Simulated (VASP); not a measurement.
Runs of VASP 6.6.1 on ScInSbP3. The structure is that of space group P-6m2 (No. 187), or close to it. The cells are those of the table. 

```csv
task,spin,cell,k mesh,cutoff (eV),gap on the mesh (eV),pressure (GPa),largest force (eV/Å)
single point,off,"a = 5.377, b = 5.377, c = 6.419 Å, angles 90.0, 90.0, 120.0°, 6 atoms",6 × 6 × 4,520,none,(a),0.50
single point,"collinear, ferromagnetic start","a = 5.355, b = 5.355, c = 5.636 Å, angles 90.0, 90.0, 120.0°, 6 atoms",6 × 6 × 4,520,none,-0.1,0.07
relaxation of cell and atoms,off,"relaxed from a = 5.377, b = 5.377, c = 6.419 Å, angles 90.0, 90.0, 120.0°, 6 atoms",6 × 6 × 4,600,none,0.2,0.02
single point,off,"a = 5.316, b = 5.316, c = 5.832 Å, angles 90.0, 90.0, 120.0°, 6 atoms",12 × 12 × 8,520,none,-0.1,0.07
single point,off,"a = 5.355, b = 5.355, c = 5.636 Å, angles 90.0, 90.0, 120.0°, 6 atoms",6 × 6 × 4,520,none,-0.1,0.07
```

Alike in all rows: level PBE; potentials or basis VASP PAW PBE potentials, release 64 (Sc_sv, In_d, Sb, P); smearing gaussian 0.1 eV.

Question: Estimate the missing entries.

Answer: (a) -2.9.

Caveats: spin-orbit coupling is left out, which moves the levels of the heavy elements; this functional lacks dispersion, which binds the layers, so the pressure and a relaxed spacing across them are unreliable (some runs).

A k mesh can miss the band edges, and the runs leave out spin-orbit coupling on In, Sb.

A gap of «none» marks levels without a gap at the run's occupations.
